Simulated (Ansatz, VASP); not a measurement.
# Two plane-wave programs on Ga2S

```xyz
3
Lattice="0.0000 3.3528 3.3528 3.3528 0.0000 3.3528 3.3528 3.3528 0.0000" Properties=species:S:1:pos:R:3 pbc="T T T"
Ga    1.6764    1.6764    1.6764
Ga    5.0292    5.0292    5.0292
S     0.0000    0.0000    0.0000
```

Alike in both runs: functional PBE; k mesh 12 × 12 × 12; occupations gaussian, width 0.1 eV; no spin polarisation.

Ansatz relaxed the structure, and its values are those at the end. VASP's run is a single point on that final structure, the one shown.

|  | VASP | Ansatz |
| --- | --- | --- |
| version | VASP 6.6.1 | Ansatz 0.2.0 |
| potentials or method | VASP PAW PBE potentials, release 64 (Ga_d, S), cutoff 520 eV | scalar-relativistic, plane waves, PAW |
| valence electrons in the cell | 32 | 32 |

|  | VASP | Ansatz | Ansatz less VASP |
| --- | --- | --- | --- |
| gap on the k mesh at the Fermi level (eV) | none | none | - |
| pressure (GPa) | 0.0 | 0.0 | -0.02 |

A gap of «none» marks a metal or a gap that the smearing closes. With one functional, cell and mesh, what is left measures potentials, basis and numerics.
